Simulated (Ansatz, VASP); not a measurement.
## H2Pb in VASP and in Ansatz

Contents of INCAR:

```
PREC = Accurate
ENCUT = 520
EDIFF = 1E-8
ISMEAR = -1
SIGMA = 0.05
LREAL = False
LASPH = True
NELM = 60
ALGO = Normal
ISIF = 2
LWAVE = False
LCHARG = False
GGA = PE
LEFG = True
NBANDS = 15
```

KPOINTS

```
Automatic mesh
0
Gamma
  11 11 6
```

Contents of POSCAR:

```
H2Pb
1.0
    3.7500520039      0.0000000000      0.0000000000
   -1.8750260019      3.2476403009      0.0000000000
    0.0000000000      0.0000000000      3.6439737521
Pb H
1 2
Direct
    0.0000000000      0.0000000000      0.0000000000
    0.3333333333      0.6666666667      0.2286228593
    0.6666666667      0.3333333333      0.7713771407
```

Input for Ansatz:

```yaml
crystal:
  lattice:
    - [3.7500520039, 0.0, 0.0]
    - [-1.8750260019, 3.2476403009, 0.0]
    - [0.0, 0.0, 3.6439737521]
  atoms:
    - { symbol: Pb, position: [0.0, 0.0, 0.0] }
    - { symbol: H, position: [0.3333333333, 0.6666666667, 0.2286228593] }
    - { symbol: H, position: [0.6666666667, 0.3333333333, 0.7713771407] }
kpoints:
  mp_grid: { grid: [11, 11, 6] }
  band_path:
    path:
      - [0.0, 0.0, 0.0]
      - [0.5, 0.0, 0.0]
      - [0.3333333333, 0.3333333333, 0.0]
      - [0.0, 0.0, 0.0]
      - [0.0, 0.0, 0.5]
      - [0.5, 0.0, 0.5]
      - [0.3333333333, 0.3333333333, 0.5]
      - [0.0, 0.0, 0.5]
      - [0.5, 0.0, 0.5]
    npoints: 8
scf:
  occupations: { method: fermi_dirac, width: 0.05 }
hamiltonian:
  xc: pbe
  pseudopotentials: { kind: all_electron, datasets: crystal }
output:
  forces: true
  stress: true
  eigenvalues: true
  efg: { contact_densities: true }
```

Alike in both runs: task electric field gradients; functional PBE; k mesh 11 × 11 × 6; occupations fermi-dirac, width 0.05 eV; no spin polarisation.

|  | VASP | Ansatz |
| --- | --- | --- |
| version | VASP 6.6.1 | Ansatz 0.2.0 |
| potentials or method | VASP PAW PBE potentials, release 64 (Pb_d, H), cutoff 520 eV | all-electron PAW with datasets made for the crystal, scalar-relativistic |

|  | VASP | Ansatz | Ansatz less VASP |
| --- | --- | --- | --- |
| pressure (GPa) | -0.1 | 0.0 | +0.12 |
| size of Vzz on the site where it differs most (V/Å²) | 47.9 | 78.4 | +30.49 |

Ansatz ran all-electron here, and VASP with PAW potentials.

Neither program's run includes spin-orbit coupling.
